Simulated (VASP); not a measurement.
Runs of VASP 6.6.1 on ZnS. The structure is cubic, space group Fm-3m (No. 225). Conventional cell: a = 5.062 Å, b = 5.062 Å, c = 5.062 Å, α = 90.00°, β = 90.00°, γ = 90.00°. Zn (site symmetry m-3m) has 6 S at 2.53 Å within 3.3 Å. Within 3.3 Å of S (site symmetry m-3m) lie 6 Zn at 2.53 Å. 

| level | k mesh | cutoff (eV) | smearing | grid for exact exchange (PRECFOCK) | share of exact exchange | screening parameter | gap on the mesh (eV) | pressure (GPa) |
| --- | --- | --- | --- | --- | --- | --- | --- | --- |
| PBE-based screened hybrid | 4 × 4 × 4 | 520 | fermi-dirac 0.02 eV | Normal | 0.1 | 0.1 1/Å | 0.30 | 2.4 |
| PBEsol+D3(BJ) | 6 × 6 × 6 | 500 | fermi-dirac 0.02 eV | - | - | - | none | (a) |
| PBEsol | 5 × 5 × 5 | 500 | fermi-dirac 0.02 eV | - | - | - | 0.10 | -1.9 |
| PBE-based screened hybrid | 4 × 4 × 4 | 520 | fermi-dirac 0.02 eV | Normal | 0.75 | 0.1 1/Å | (c) | (b) |
| PBE-based screened hybrid | 4 × 4 × 4 | 520 | fermi-dirac 0.02 eV | Normal | 0.05 | 0.3 1/Å | none | 2.9 |
| PBEsol+D4 | 6 × 6 × 6 | 500 | fermi-dirac 0.02 eV | - | - | - | none | -4.1 |
| PBEsol | 6 × 6 × 6 | 500 | fermi-dirac 0.05 eV | - | - | - | none | -2.1 |
| HSE06 | 4 × 4 × 4 | 520 | fermi-dirac 0.02 eV | Normal | - | 0.2079 1/Å | (d) | 1.8 |
| PBEsol | 6 × 6 × 6 | 500 | methfessel-paxton 0.2 eV | - | - | - | none | -2.1 |
| PBEsol | 6 × 6 × 6 | 500 | methfessel-paxton 0.001 eV | - | - | - | none | -2.1 |
| PBE-based screened hybrid | 4 × 4 × 4 | 520 | fermi-dirac 0.02 eV | Normal | 0.05 | 0.2078 1/Å | none | 2.8 |
| HSE06 | 4 × 4 × 4 | 520 | methfessel-paxton 0.5 eV | Normal | - | 0.2079 1/Å | 0.83 | 1.6 |

Alike in all rows: task single point; potentials or basis VASP PAW PBE potentials, release 64 (Zn, S); no spin polarisation; cell as given.

Task: Fill in the values left out.

Result: (a) -5.3; (b) -1.5; (c) 4.49; (d) 0.84.

Caveats: some runs use coarse meshes; the PAW data sets were made with another functional, which shifts forces and pressure a little; pairwise dispersion overbinds metals, which lowers pressure and volume (some runs).

A k mesh can miss the band edges.

A gap of «none» marks levels without a gap at the run's occupations.
